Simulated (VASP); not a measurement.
Si5Ge:

```
CELL_PARAMETERS angstrom
2.82119 0.00000 0.00000
0.00000 3.98976 0.00000
0.00000 0.00000 8.46356
ATOMIC_POSITIONS crystal
Si 0.00000 0.00000 0.83333
Si 0.50000 0.50000 0.00000
Si 0.00000 0.00000 0.16667
Si 0.50000 0.50000 0.33333
Si 0.50000 0.50000 0.66667
Ge 0.00000 0.00000 0.50000
```

* Program: VASP 6.6.1
* Task: relaxation of cell and atoms
* Functional: PBE
* Potentials or basis: VASP PAW PBE potentials, release 64 (Si, Ge_d)
* Cutoff: 600 eV
* k mesh: 6 × 4 × 2
* Occupations: gaussian, width 0.1 eV
* Spin: no spin polarisation

At the start: pressure -2.3 GPa; volume 15.88 Å³/atom.

Problem. How do energy, volume and symmetry change on relaxing?

Solution. Over 20 steps the energy falls by 92.6 meV/atom and the volume is 15.51 Å³/atom (-2.3 %); space group Pmmm (No. 47, to 0.05 Å).

The path:
| step | energy change (eV) | largest force (eV/Å) | pressure (GPa) | volume (Å³) |
| --- | --- | --- | --- | --- |
| 1 | 0.0000 | 0.5314 | -2.33 | 95.26 |
| 2 | -0.3114 | 0.5862 | 0.37 | 91.99 |
| 3 | -0.3209 | 0.5785 | 1.19 | 91.46 |
| 4 | -0.3213 | 0.5786 | 1.32 | 91.32 |
| 5 | -0.3647 | 0.4925 | -0.12 | 92.69 |
| 6 | -0.3995 | 0.4152 | -3.33 | 96.09 |
| 7 | -0.4206 | 0.3906 | -3.19 | 95.94 |
| 8 | -0.4789 | 0.3225 | -2.70 | 95.46 |
| 9 | -0.5439 | 0.0739 | -1.43 | 94.51 |
| 10 | -0.5448 | 0.0860 | -1.09 | 94.37 |
| 11 | -0.5448 | 0.0717 | -1.22 | 94.40 |
| 12 | -0.5503 | 0.0659 | -0.63 | 93.67 |
| 13 | -0.5524 | 0.0730 | 0.33 | 92.54 |
| 14 | -0.5527 | 0.0711 | 0.17 | 92.77 |
| 15 | -0.5538 | 0.0705 | 0.18 | 92.77 |
| 16 | -0.5545 | 0.0705 | 0.20 | 92.76 |
| 17 | -0.5546 | 0.0703 | 0.19 | 92.76 |
| 18 | -0.5551 | 0.0568 | 0.03 | 92.95 |
| 19 | -0.5553 | 0.0404 | -0.17 | 93.17 |
| 20 | -0.5557 | 0.0197 | -0.05 | 93.08 |

Final structure:
```xyz
6
Lattice="2.8412 0.0000 0.0000 0.0000 3.6838 0.0000 0.0000 0.0000 8.8931" Properties=species:S:1:pos:R:3 pbc="T T T"
Si    0.0000    3.6838    7.5647
Si    1.4206    1.8419    0.0000
Si    0.0000    0.0000    1.3284
Si    1.4206    1.8419    2.6641
Si    1.4206    1.8419    6.2289
Ge    0.0000    3.6838    4.4465
```

Caveat: the k points lie up to 0.43 Å⁻¹ apart in the final cell.
